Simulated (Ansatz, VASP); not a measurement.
**Sb in VASP and in Ansatz**

```
Sb
1.0
     3.33385    0.00000    0.00000
     0.00000    3.33385    0.00000
     0.00000    0.00000   25.42950
Sb
5
Direct
  0.00000 0.00000 0.31459
  0.50000 0.50000 0.40730
  0.00000 0.00000 0.50000
  0.50000 0.50000 0.59270
  0.00000 0.00000 0.68541
```

Alike in both runs: task single point; functional PBEsol; k mesh 11 × 11 × 1; occupations fermi-dirac, width 0.1 eV; no spin polarisation.

```csv
,VASP,Ansatz
version,VASP 6.6.1,Ansatz 0.2.0
potentials or method,"VASP PAW PBE potentials, release 64 (Sb), cutoff 520 eV","all-electron LAPW, scalar-relativistic"
```

|  | VASP | Ansatz | Ansatz less VASP |
| --- | --- | --- | --- |
| rms of the force components (eV/Å) | 0.164 | 0.164 | -0.0003 |

VASP's potentials were made for PBE, not for PBEsol. Atom by atom the forces differ by 0.000 eV/Å (rms over components). Ansatz ran all-electron here, and VASP with PAW potentials.

Neither program's run includes spin-orbit coupling.
